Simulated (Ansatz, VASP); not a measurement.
NaF in VASP and in Ansatz

The input INCAR:

```
SYSTEM = NaF
  PREC = Accurate
  ENCUT = 520
  EDIFF = 1E-7
  ISMEAR = -1
  SIGMA = 0.02
  LREAL = .False.
  LASPH = .True.
  NELM = 80
  ALGO = Normal
  ISIF = 2
  LWAVE = .False.
  LCHARG = .False.
  GGA = PE
  NBANDS = 14
```

Contents of KPOINTS:

```
regular mesh
0
Gamma
  10 10 10
  0 0 0
```

The input POSCAR:

```
NaF
1.0
    2.7934852186     -0.0047489249      0.0000000000
   -0.0047489249      2.7934852186      0.0000000000
    0.0000000000      0.0000000000      2.7934852186
Na F
1 1
Direct
    0.0000000000      0.0000000000      0.0000000000
    0.5000000000      0.5000000000      0.5000000000
```

Input for Ansatz:

```yaml
crystal:
  lattice:
    - [2.7934852186, -0.0047489249, 0.0]
    - [-0.0047489249, 2.7934852186, 0.0]
    - [0.0, 0.0, 2.7934852186]
  atoms:
    - { symbol: Na, position: [0.0, 0.0, 0.0] }
    - { symbol: F, position: [0.5, 0.5, 0.5] }
kpoints:
  mp_grid: { grid: [10, 10, 10] }
  band_path:
    path: [[0.0, 0.0, 0.0], [0.0, 0.5, 0.0], [0.5, 0.5, 0.0], [0.5, 0.5, 0.5]]
    npoints: 1
hamiltonian:
  xc: pbe
scf:
  occupations: { method: fermi_dirac, width: 0.02 }
  n_extra_bands: 4
output:
  forces: true
  stress: true
  eigenvalues: true
```

Change from the starting cell: shear_xy strain -0.3%.

Alike in both runs: task single point; functional PBE; k mesh 10 × 10 × 10; occupations fermi-dirac, width 0.02 eV; no spin polarisation.

|  | VASP | Ansatz |
| --- | --- | --- |
| version | VASP 6.6.1 | Ansatz 0.2.0 |
| potentials or method | VASP PAW PBE potentials, release 64 (Na_pv, F) | plane waves, PAW |
| plane-wave cutoff (eV) | 520 | 420 |
| valence electrons in the cell | 14 | 16 |

Ansatz gave:

| Property | Result |
| --- | --- |
| gap on the k mesh at the Fermi level (eV) | 6.13 |
| pressure (GPa) | 4.4 |

Q: Which values does VASP return?

A: gap on the k mesh at the Fermi level (eV): 6.11; pressure (GPa): 4.3.

With one functional, cell and mesh, what is left measures potentials, basis and numerics. VASP's potentials hold 14 valence electrons a cell and Ansatz's 16, so a difference there can come from the potentials and not from the codes.
